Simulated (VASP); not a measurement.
K2Ta2SbO4 (a cell with a defect):

```xyz
9
Lattice="7.9709 0.0000 0.0000 0.0000 3.9854 0.0000 0.0000 0.0000 3.9854" Properties=species:S:1:pos:R:3 pbc="T T T"
K     0.0054    0.0158    0.0104
K     3.9904    3.9714    0.0280
Ta    2.0064    1.9816    1.9955
Ta    5.9730    2.0133    1.9879
O     5.9767    2.0090    3.9712
O     0.0063    2.0138    1.9876
O     2.0095    0.0100    1.9932
O     6.0083    3.9661    1.9777
Sb    3.9780    1.9773    1.9944
```

Base run:

```yaml
Program: VASP 6.6.1
Functional: PBEsol
Potentials_or_basis: VASP PAW PBE potentials, release 64 (K_sv, Ta_pv, O, Sb)
Cutoff: 520 eV
k_mesh: 1 × 1 × 1, shifted
Occupations: fermi-dirac, width 0.05 eV
Spin: collinear spin
Starting_moments: "[0.0, 0.0, 1.0, 1.0, 0.0, 0.0, 0.0, 0.0, 1.0] μB"
```

Its results: pressure 61.8 GPa; net moment 0.99 μB per cell; site moments K +0.01, -0.00; Ta +0.44, +0.10; O -0.00, +0.08, -0.01 (each value once); Sb +0.17 μB; largest force 27.420 eV/Å.

Question: After a change of settings the same cell gave: pressure 63.7 GPa; net moment 1.00 μB per cell; site moments K +0.01, +0.00; Ta +0.70, +0.01; O -0.01, -0.02, -0.03, -0.00; Sb -0.02 μB; largest force 29.170 eV/Å. Which change was it?
A. functional from PBEsol to revPBE; further incar settings from ALGO = Normal; EDIFF = 1e-06; NBANDS = 48; ISYM = -1 to ALGO = Normal; EDIFF = 1e-06; NBANDS = 48; ISYM = 0
B. further incar settings from ALGO = Normal; EDIFF = 1e-06; NBANDS = 48; ISYM = -1 to ALGO = Normal; EDIFF = 1e-06; NBANDS = 48
C. functional from PBEsol to RPBE
D. dispersion from none to D4

Answer: B.

Caveats: some runs use coarse meshes; atoms lie so close that the PAW spheres overlap strongly, which falsifies energies and pressures; the PAW data sets were made with another functional, which shifts forces and pressure a little.
